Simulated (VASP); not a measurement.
# Re (R-3m) in VASP: notebook, part 2 of 2

VASP 6.6.1. Earlier steps stand in the parts before.

### Step 3. Single point, r2SCAN

This run uses another cell than the first one, of the same volume but with other edges.

POSCAR reads:

```
Re
1.0
    0.1026655117      2.0276438560      2.0276438560
    2.0276438560      0.1026655117      2.0276438560
    2.0276438560      2.0276438560      0.1026655117
Re
1
Direct
    0.0000000000      0.0000000000      0.0000000000
```

INCAR.step1 reads:

```
SYSTEM = Re
ALGO     = Normal         ! electronic algorithm
EDIFF    = 1E-4           ! SCF threshold, eV
ENCUT    = 520            ! plane-wave cutoff, eV
GGA      = PE             ! functional
ISMEAR   = 0              ! smearing method
LASPH    = .True.         ! aspherical terms in the spheres
LCHARG   = .False.        ! write CHGCAR
LREAL    = .False.        ! projectors in reciprocal space
LWAVE    = .True.         ! write WAVECAR
NBANDS   = 10             ! bands
NELM     = 100            ! most SCF steps
PREC     = Accurate       ! precision mode
SIGMA    = 0.15           ! smearing width, eV
```

INCAR.step2 reads:

```
SYSTEM = Re
ALGO     = Normal         ! electronic algorithm
EDIFF    = 1E-6           ! SCF threshold, eV
ENCUT    = 520            ! plane-wave cutoff, eV
ISIF     = 2              ! what is computed and relaxed
ISMEAR   = 0              ! smearing method
ISTART   = 1            
LASPH    = .True.         ! aspherical terms in the spheres
LCHARG   = .False.        ! write CHGCAR
LMIXTAU  = .True.       
LREAL    = .False.        ! projectors in reciprocal space
LWAVE    = .False.        ! write WAVECAR
METAGGA  = R2SCAN         ! meta-GGA
NBANDS   = 10             ! bands
NELM     = 100            ! most SCF steps
PREC     = Accurate       ! precision mode
SIGMA    = 0.15           ! smearing width, eV
```

KPOINTS reads:

```
k-points
0
Gamma
  22 22 22
  0 0 0
```

Potentials or basis: VASP PAW PBE potentials, release 64 (Re).

Command:

```console
$ cat potpaw_PBE.64/Re/POTCAR > POTCAR
$ cp INCAR.step1 INCAR
$ mpirun -np 1 vasp_std > vasp.out
$ cp INCAR.step2 INCAR
$ mpirun -np 1 vasp_std > vasp.out
```

OUTCAR:

```text
SYSTEM = Re
   EDIFF = 1E-6
   ENCUT = 520
   ISIF = 2
   ISMEAR = 0
   ISTART = 1
   LASPH = .True.
   LREAL = .False.
   METAGGA = R2SCAN
   NELM = 100
   PREC = Accurate

 ion  position               nearest neighbor table
   1  0.000  0.000  0.000-

  LATTYP: Found a trigonal (rhomboedric) cell.
 ALAT       =     2.8693587125
 COS(alpha) =     0.5499279885

  Lattice vectors:

 A1 = (   0.1026655117,   2.0276438560,   2.0276438560)
 A2 = (   2.0276438560,   0.1026655117,   2.0276438560)
 A3 = (   2.0276438560,   2.0276438560,   0.1026655117)

Analysis of symmetry for initial positions (statically):
=====================================================================
 Subroutine PRICEL returns:
 Original cell was already a primitive cell.

 Routine SETGRP: Setting up the symmetry group for a
 trigonal (rhombohedral) supercell.

 Subroutine GETGRP returns: Found 12 space group operations
 (whereof 12 operations were pure point group operations)
 out of a pool of 12 trial point group operations.

The static configuration has the point symmetry D_3d.

Analysis of symmetry for dynamics (positions and initial velocities):
=====================================================================
 Subroutine PRICEL returns:
 Original cell was already a primitive cell.

 Routine SETGRP: Setting up the symmetry group for a
 trigonal (rhombohedral) supercell.

 Subroutine GETGRP returns: Found 12 space group operations
 (whereof 12 operations were pure point group operations)
 out of a pool of 12 trial point group operations.

The dynamic configuration has the point symmetry D_3d.

 Subroutine INISYM returns: Found 12 space group operations
 (whereof 12 operations are pure point group operations),
 and found     1 'primitive' translations

----------------------------------------------------------------------------------------

                                     Primitive cell

  volume of cell :      15.4075

  direct lattice vectors                    reciprocal lattice vectors
     0.102665512  2.027643856  2.027643856    -0.266156594  0.253329770  0.253329770
     2.027643856  0.102665512  2.027643856     0.253329770 -0.266156594  0.253329770
     2.027643856  2.027643856  0.102665512     0.253329770  0.253329770 -0.266156594

  length of vectors
     2.869358712  2.869358712  2.869358712     0.446308500  0.446308500  0.446308500

  position of ions in fractional coordinates (direct lattice)
     0.000000000  0.000000000  0.000000000

  ion indices of the primitive-cell ions
   primitive index   ion index
                 1           1

----------------------------------------------------------------------------------------

 KPOINTS: k-points

Automatic generation of k-mesh.
 Grid dimensions read from file:
 generate k-points for:   22   22   22

 Generating k-lattice:

  Cartesian coordinates                     Fractional coordinates (reciprocal lattice)
    -0.012098027  0.011514990  0.011514990     0.045454545  0.000000000 -0.000000000
     0.011514990 -0.012098027  0.011514990     0.000000000  0.045454545 -0.000000000
     0.011514990  0.011514990 -0.012098027     0.000000000  0.000000000  0.045454545

  Length of vectors
     0.020286750  0.020286750  0.020286750

  Shift w.r.t. Gamma in fractional coordinates (k-lattice)
     0.000000000  0.000000000  0.000000000

 Subroutine IBZKPT returns following result:
 ===========================================

 Found   1024 irreducible k-points:

 Following reciprocal coordinates:
            Coordinates               Weight
  0.000000  0.000000  0.000000      1.000000
  0.045455  0.000000  0.000000      6.000000
  0.090909  0.000000  0.000000      6.000000
  0.136364  0.000000  0.000000      6.000000
  0.181818  0.000000  0.000000      6.000000
  0.227273  0.000000  0.000000      6.000000
[... 16 lines left out ...]
  0.500000  0.045455  0.000000     12.000000
 -0.454545  0.045455 -0.000000     12.000000
 [... further k-points ...]
   k-points           NKPTS =   1024   k-points in BZ     NKDIM =   1024   number of bands    NBANDS=     10
   number of dos      NEDOS =    301   number of ions     NIONS =      1
   total plane-waves  NPLWV =  13824
   dimension x,y,z NGX =    24 NGY =   24 NGZ =   24
   dimension x,y,z NGXF=    48 NGYF=   48 NGZF=   48
   ions per type =               1
   NGX,Y,Z   is equivalent  to a cutoff of  13.91, 13.91, 13.91 a.u.
   NGXF,Y,Z  is equivalent  to a cutoff of  27.81, 27.81, 27.81 a.u.
 SYSTEM =  Re
   PREC   = accura    normal or accurate (medium, high low for compatibility)
   ISTART =      1    job   : 0-new  1-cont  2-samecut
   ICHARG =      0    charge: 1-file 2-atom 10-const
   ISPIN  =      1    spin polarized calculation?
   LNONCOLLINEAR =      F non collinear calculations
   LSORBIT =      F    spin-orbit coupling
   LASPH  =      T    aspherical Exc in radial PAW
   ENCUT  =  520.0 eV  38.22 Ry    6.18 a.u.   5.34  5.34  5.34*2*pi/ulx,y,z
   NELM   =    100;   NELMIN=  2; NELMDL=  0     # of ELM steps
   EDIFF  = 0.1E-05   stopping-criterion for ELM
   LREAL  =      F    real-space projection
   EDIFFG = 0.1E-04   stopping-criterion for IOM
   NSW    =      0    number of steps for IOM
   IBRION =     -1    ionic relax: 0-MD 1-quasi-New 2-CG
   NFREE  =      0    steps in history (QN), initial steepest desc. (CG)
   ISIF   =      2    stress and relaxation
   ISYM   =      2    0-nonsym 1-usesym 2-fastsym
   POTIM  = 0.5000    time-step for ionic-motion
   TEBEG  =    0.0;   TEEND  =   0.0 temperature during run
   PSTRESS=    0.0 pullay stress
   NELECT =       7.0000    total number of electrons
   NUPDOWN=      -1.0000    fix difference up-down
   EMIN   =  10.00;   EMAX   =-10.00  energy-range for DOS
   EFERMI =   0.00;   METHOD = LEGACY
   ISMEAR =     0;   SIGMA  =   0.15  broadening in eV -4-tet -1-fermi 0-gaus
   EFERMI_NEDOS =   21; number of points for ismear=-14 and -15
   IALGO  =     38    algorithm
   IMIX   =      4    mixing-type and parameters
     AMIX     =   0.40;   BMIX     =  1.00
     AMIX_MAG =   1.60;   BMIX_MAG =  1.00
  volume/ion in A,a.u.               =      15.41       103.97
  Fermi-wavevector in a.u.,A,eV,Ry     =   1.258531  2.378278 21.550255  1.583899
  Thomas-Fermi vector in A             =   2.392135
   LORBIT       =      0    0 simple, 1 ext, 2 COOP (PROOUT), +10 PAW based schemes
   METAGGA = R2SCAN    functional components
   LHFCALC =     F    Hartree Fock is set to
   AEXX    =    0.0000 exact exchange contribution
   IVDW    =     0    specifies the selected vdW correction
   LEPSILON=     F    determine dielectric tensor
   LRPA    =     F    only Hartree local field effects (RPA)
 non-spin polarized calculation
 Gauss-broadening in eV      SIGMA  =   0.15
  energy-cutoff  :      520.00
  volume of cell :       15.41
 maximum number of plane-waves:       426
 NGX is ok and might be reduce to    24

 number of electron       7.0000000 magnetization

 Free energy of the ion-electron system (eV)
  ---------------------------------------------------
  ext. energy  EPLUGINS =         0.00000000
  ---------------------------------------------------
  free energy    TOTEN  =       -52.28809699 eV

  energy without entropy =      -52.27867512  energy(sigma->0) =      -52.28338605

 E-fermi :   7.4747     XC(G=0): -14.6988

 val. band max:        7.4740098846   @ k =  -0.4545   0.2273   0.2273
 cond. band min:       7.4787825907   @ k =  -0.1818  -0.3636   0.0909
 fundamental gap:      0.0047727061
 Fermi energy:         7.4747124765

 k-point     1 :       0.0000    0.0000    0.0000
  band No.  band energies     occupation
      1      -2.8893      2.00000
      2       4.5959      2.00000
      3       5.8997      2.00000
      4       5.8997      2.00000
      5       8.8300      0.00000
      6       8.8300      0.00000
      7      21.7838      0.00000
      8      26.3465      0.00000
      9      28.5921      0.00000
     10      28.5921      0.00000
[... 287 lines left out ...]
 k-point    24 :      -0.4545    0.0455   -0.0000
  band No.  band energies     occupation
      1       0.6795      2.00000
      2       4.6445      2.00000
      3       5.9794      2.00000
      4       7.4236      1.37036
      5      10.4818      0.00000
      6      11.9236      0.00000
      7      17.8028      0.00000
      8      21.4928      0.00000
      9      26.9049      0.00000
     10      28.6474      0.00000

 [... further k-points ...]

------------------------ aborting loop because EDIFF is reached ----------------------------------------

  FORCE on cell =-STRESS in cart. coord.  units (eV):
  Direction    XX          YY          ZZ          XY          YZ          ZX
  --------------------------------------------------------------------------------------
  -------------------------------------------------------------------------------------
  Total       -1.2853836     -1.2853836     -1.2853836     -0.9901165     -0.9901165     -0.9901165
  in kB     -133.6632594   -133.6632594   -133.6632594   -102.9593034   -102.9593034   -102.9593034
  external PRESSURE =    -133.6632594 kB  Pullay stress =       0.0000000 kB

 VOLUME and BASIS-vectors are now :
 -----------------------------------------------------------------------------
  energy-cutoff  :      520.00
  volume of cell :       15.41
      direct lattice vectors                 reciprocal lattice vectors
     0.102665512  2.027643856  2.027643856    -0.266156594  0.253329770  0.253329770
     2.027643856  0.102665512  2.027643856     0.253329770 -0.266156594  0.253329770
     2.027643856  2.027643856  0.102665512     0.253329770  0.253329770 -0.266156594

 POSITION                                       TOTAL-FORCE (eV/Angst)
 -----------------------------------------------------------------------------------
      0.00000      0.00000      0.00000         0.000000      0.000000     -0.000000
 -----------------------------------------------------------------------------------
    total drift:                               -0.000000      0.000000      0.000000

  FREE ENERGIE OF THE ION-ELECTRON SYSTEM (eV)
  ---------------------------------------------------
  free  energy   TOTEN  =       -52.2880969871 eV

  energy  without entropy=      -52.2786751187  energy(sigma->0) =      -52.28338605
```

Run time: 9.6 min. Hardware: 1 thread of AMD EPYC 7R13 (Zen 3), shared host; peak memory 0.26 GiB.

What came out:

- Free energy: -52.2881 eV
- Pressure: -13.4 GPa
- Band gap on the k mesh: zero (an odd number of electrons rules out a gap without spin polarisation)

Caveat: the cell stands under tension; the PAW data sets were made with another functional, which shifts forces and pressure a little; spin-orbit coupling is left out, which moves the levels of the heavy elements.
